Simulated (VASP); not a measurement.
# BN (P6_3/mmc) in VASP: single point with r2SCAN

Aim: the single point of BN with r2SCAN.

Everything below comes from runs of VASP 6.6.1. Logs are shortened: lines on timing, memory, paths and dates and some standing lists are left out, and cuts for length are marked.

### Step 1. The cell of the first run

Symmetry: P6_3/mmc, No. 194, hexagonal system. The conventional cell has a = 2.501 Å, b = 2.501 Å, c = 6.872 Å, α = 90.00°, β = 90.00°, γ = 120.00°. Within 1.9 Å of B (site symmetry -6m2) lie 3 N at 1.44 Å. Within 1.9 Å of N (site symmetry -6m2) lie 3 B at 1.44 Å.

### Step 2. Single point, r2SCAN

Input file POSCAR:

```
BN
1.0
    2.5009398490      0.0000000000      0.0000000000
   -1.2504699245      2.1658774426      0.0000000000
    0.0000000000      0.0000000000      6.8721503020
B N
2 2
Direct
    0.3333333333      0.6666666667      0.2500000000
    0.6666666667      0.3333333333      0.7500000000
    0.3333333333      0.6666666667      0.7500000000
    0.6666666667      0.3333333333      0.2500000000
```

Input file INCAR.step1:

```
SYSTEM = BN
ALGO = Normal ; EDIFF = 1E-4
ENCUT = 520 ; GGA = PE
ISMEAR = -1 ; LASPH = .TRUE.
LCHARG = .FALSE. ; LREAL = .FALSE.
LWAVE = .TRUE. ; NBANDS = 16
NELM = 80 ; PREC = Accurate
SIGMA = 0.08
```

Input file INCAR.step2:

```
SYSTEM = BN
ALGO = Normal ; EDIFF = 1E-6
ENCUT = 520 ; ISIF = 2
ISMEAR = -1 ; ISTART = 1
LASPH = .TRUE. ; LCHARG = .FALSE.
LMIXTAU = .TRUE. ; LREAL = .FALSE.
LWAVE = .FALSE. ; METAGGA = R2SCAN
NBANDS = 16 ; NELM = 80
PREC = Accurate ; SIGMA = 0.08
```

Input file KPOINTS:

```
k-points
0
G
  14 14 6
  0 0 0
```

Potentials or basis: VASP PAW PBE potentials, release 64 (B, N).

Command:

```sh
$ cat potpaw_PBE.64/B/POTCAR potpaw_PBE.64/N/POTCAR > POTCAR
$ cp INCAR.step1 INCAR
$ mpirun -np 1 vasp_std > vasp.out
$ cp INCAR.step2 INCAR
$ mpirun -np 1 vasp_std > vasp.out
```

OUTCAR:

```text
SYSTEM = BN
   EDIFF = 1E-6
   ENCUT = 520
   ISIF = 2
   ISMEAR = -1
   ISTART = 1
   LASPH = .TRUE.
   LREAL = .FALSE.
   METAGGA = R2SCAN
   NELM = 80
   PREC = Accurate

 ion  position               nearest neighbor table
   1  0.333  0.667  0.250-   4 1.44   4 1.44   4 1.44
   2  0.667  0.333  0.750-   3 1.44   3 1.44   3 1.44
   3  0.333  0.667  0.750-   2 1.44   2 1.44   2 1.44
   4  0.667  0.333  0.250-   1 1.44   1 1.44   1 1.44

  LATTYP: Found a hexagonal cell.
 ALAT       =     2.5009398490
 C/A-ratio  =     2.7478271038

  Lattice vectors:

 A1 = (   2.5009398490,   0.0000000000,   0.0000000000)
 A2 = (  -1.2504699245,   2.1658774426,   0.0000000000)
 A3 = (   0.0000000000,   0.0000000000,   6.8721503020)

Analysis of symmetry for initial positions (statically):
=====================================================================
 Subroutine PRICEL returns:
 Original cell was already a primitive cell.

 Routine SETGRP: Setting up the symmetry group for a
 hexagonal supercell.

 Subroutine GETGRP returns: Found 24 space group operations
 (whereof 12 operations were pure point group operations)
 out of a pool of 24 trial point group operations.

The static configuration has the point symmetry D_3d.
 The point group associated with its full space group is D_6h.

Analysis of symmetry for dynamics (positions and initial velocities):
=====================================================================
 Subroutine PRICEL returns:
 Original cell was already a primitive cell.

 Routine SETGRP: Setting up the symmetry group for a
 hexagonal supercell.

 Subroutine GETGRP returns: Found 24 space group operations
 (whereof 12 operations were pure point group operations)
 out of a pool of 24 trial point group operations.

The dynamic configuration has the point symmetry D_3d.
 The point group associated with its full space group is D_6h.

 Subroutine INISYM returns: Found 24 space group operations
 (whereof 12 operations are pure point group operations),
 and found     1 'primitive' translations

----------------------------------------------------------------------------------------

                                     Primitive cell

  volume of cell :      37.2246

  direct lattice vectors                    reciprocal lattice vectors
     2.500939849  0.000000000  0.000000000     0.399849681  0.230853321  0.000000000
    -1.250469924  2.165877443  0.000000000     0.000000000  0.461706642  0.000000000
     0.000000000  0.000000000  6.872150302     0.000000000  0.000000000  0.145514862

[... 86 lines left out ...]
   NELM   =     80;   NELMIN=  2; NELMDL=  0     # of ELM steps
   EDIFF  = 0.1E-05   stopping-criterion for ELM
   LREAL  =      F    real-space projection
   EDIFFG = 0.1E-04   stopping-criterion for IOM
   NSW    =      0    number of steps for IOM
   IBRION =     -1    ionic relax: 0-MD 1-quasi-New 2-CG
   NFREE  =      0    steps in history (QN), initial steepest desc. (CG)
   ISIF   =      2    stress and relaxation
   ISYM   =      2    0-nonsym 1-usesym 2-fastsym
   POTIM  = 0.5000    time-step for ionic-motion
   TEBEG  =    0.0;   TEEND  =   0.0 temperature during run
   PSTRESS=    0.0 pullay stress
   NELECT =      16.0000    total number of electrons
   NUPDOWN=      -1.0000    fix difference up-down
   EMIN   =  10.00;   EMAX   =-10.00  energy-range for DOS
   EFERMI =   0.00;   METHOD = LEGACY
   ISMEAR =    -1;   SIGMA  =   0.08  broadening in eV -4-tet -1-fermi 0-gaus
   EFERMI_NEDOS =   21; number of points for ismear=-14 and -15
   IALGO  =     38    algorithm
   IMIX   =      4    mixing-type and parameters
     AMIX     =   0.40;   BMIX     =  1.00
     AMIX_MAG =   1.60;   BMIX_MAG =  1.00
  volume/ion in A,a.u.               =       9.31        62.80
  Fermi-wavevector in a.u.,A,eV,Ry     =   1.235487  2.334732 20.768321  1.526429
  Thomas-Fermi vector in A             =   2.370135
   LORBIT       =      0    0 simple, 1 ext, 2 COOP (PROOUT), +10 PAW based schemes
   METAGGA = R2SCAN    functional components
   LHFCALC =     F    Hartree Fock is set to
   AEXX    =    0.0000 exact exchange contribution
   IVDW    =     0    specifies the selected vdW correction
   LEPSILON=     F    determine dielectric tensor
   LRPA    =     F    only Hartree local field effects (RPA)
 non-spin polarized calculation
  energy-cutoff  :      520.00
  volume of cell :       37.22
 maximum number of plane-waves:      1034
 NGX is ok and might be reduce to    20
   NGX =  9   NGY =  9   NGZ = 25

 number of electron      16.0000000 magnetization

 Free energy of the ion-electron system (eV)
  ---------------------------------------------------
  ext. energy  EPLUGINS =         0.00000000
  ---------------------------------------------------
  free energy    TOTEN  =       -38.59612785 eV

  energy without entropy =      -38.59612785  energy(sigma->0) =      -38.59612785

 E-fermi :   3.5008     XC(G=0): -10.5140

 val. band max:        1.7801349166   @ k =   0.3571   0.2857   0.0000
 cond. band min:       6.6822126655   @ k =   0.5000   0.0000   0.0000
 fundamental gap:      4.9020777489
 Fermi energy:         3.5008217009

 k-point     1 :       0.0000    0.0000    0.0000
  band No.  band energies     occupation
      1     -17.0291      2.00000
      2     -16.8069      2.00000
      3      -4.4955      2.00000
      4      -2.6465      2.00000
      5       0.4064      2.00000
      6       0.4064      2.00000
[... 433 lines left out ...]
      3      -6.6066      2.00000
      4      -6.5097      2.00000
      5      -5.4749      2.00000
      6      -5.4424      2.00000
[... 8 lines left out ...]
     15      18.8700      0.00000
     16      19.6263      0.00000

 [... further k-points ...]
[... 5 lines left out ...]
  --------------------------------------------------------------------------------------
  -------------------------------------------------------------------------------------
  Total        0.1597653      0.1597653     -0.0551366      0.0000000      0.0000000      0.0000000
  in kB        6.8764341      6.8764341     -2.3731281      0.0000000      0.0000000      0.0000000
  external PRESSURE =       3.7932467 kB  Pullay stress =       0.0000000 kB

 VOLUME and BASIS-vectors are now :
 -----------------------------------------------------------------------------
  energy-cutoff  :      520.00
  volume of cell :       37.22
      direct lattice vectors                 reciprocal lattice vectors
     2.500939849  0.000000000  0.000000000     0.399849681  0.230853321  0.000000000
    -1.250469924  2.165877443  0.000000000     0.000000000  0.461706642  0.000000000
     0.000000000  0.000000000  6.872150302     0.000000000  0.000000000  0.145514862

 POSITION                                       TOTAL-FORCE (eV/Angst)
 -----------------------------------------------------------------------------------
     -0.00000      1.44392      1.71804         0.000000     -0.000000      0.000000
      1.25047      0.72196      5.15411        -0.000000      0.000000      0.000000
     -0.00000      1.44392      5.15411        -0.000000     -0.000000      0.000000
      1.25047      0.72196      1.71804         0.000000     -0.000000      0.000000
 -----------------------------------------------------------------------------------
    total drift:                                0.000000     -0.000000      0.000000

  FREE ENERGIE OF THE ION-ELECTRON SYSTEM (eV)
  ---------------------------------------------------
  free  energy   TOTEN  =       -38.5961278535 eV

  energy  without entropy=      -38.5961278534  energy(sigma->0) =      -38.59612785
```

OUTCAR.step1:

```text
SYSTEM = BN
   EDIFF = 1E-4
   ENCUT = 520
   GGA = PE
   ISMEAR = -1
   LASPH = .TRUE.
   LREAL = .FALSE.
   NELM = 80
[... 685 lines left out ...]
      1.25047      0.72196      5.15411        -0.000000      0.000000      0.000000
     -0.00000      1.44392      5.15411         0.000000     -0.000000      0.000000
      1.25047      0.72196      1.71804         0.000000      0.000000      0.000000
 -----------------------------------------------------------------------------------
    total drift:                                0.000000     -0.000000      0.000000

  FREE ENERGIE OF THE ION-ELECTRON SYSTEM (eV)
  ---------------------------------------------------
  free  energy   TOTEN  =       -35.1694342054 eV

  energy  without entropy=      -35.1694342053  energy(sigma->0) =      -35.16943421
```

It took 86 s on 1 thread of Intel Xeon 6975P-C (Granite Rapids), shared host; peak memory 0.18 GiB.

What came out:

```
Free energy            : -38.5961 eV
Pressure               : 0.4 GPa
Band gap on the k mesh : 4.90 eV, indirect (least direct gap 5.40 eV)
```

Stress tensor (GPa, compression positive):
```
 0.69  0.00  0.00
 0.00  0.69  0.00
 0.00  0.00 -0.24
```

Levels at points of the mesh, in eV from the valence-band top:
| k point | band 5 | band 6 | band 7 | band 8 | band 9 | band 10 | band 11 | band 12 |
| --- | --- | --- | --- | --- | --- | --- | --- | --- |
| (0.00, 0.00, 0.00) | -1.37 | -1.37 | -1.35 | -1.35 | 5.37 | 10.59 | 12.32 | 12.32 |
| (0.50, 0.00, 0.00) | -4.31 | -4.27 | -1.37 | -0.53 | 4.90 | 6.17 | 10.19 | 10.70 |
| (0.00, 0.00, 0.50) | -1.36 | -1.36 | -1.36 | -1.36 | 7.68 | 7.68 | 12.37 | 12.37 |
| (0.50, 0.00, 0.50) | -4.29 | -4.29 | -0.94 | -0.94 | 5.34 | 5.34 | 10.62 | 10.62 |

Caveat: the PAW data sets were made with another functional, which shifts forces and pressure a little.
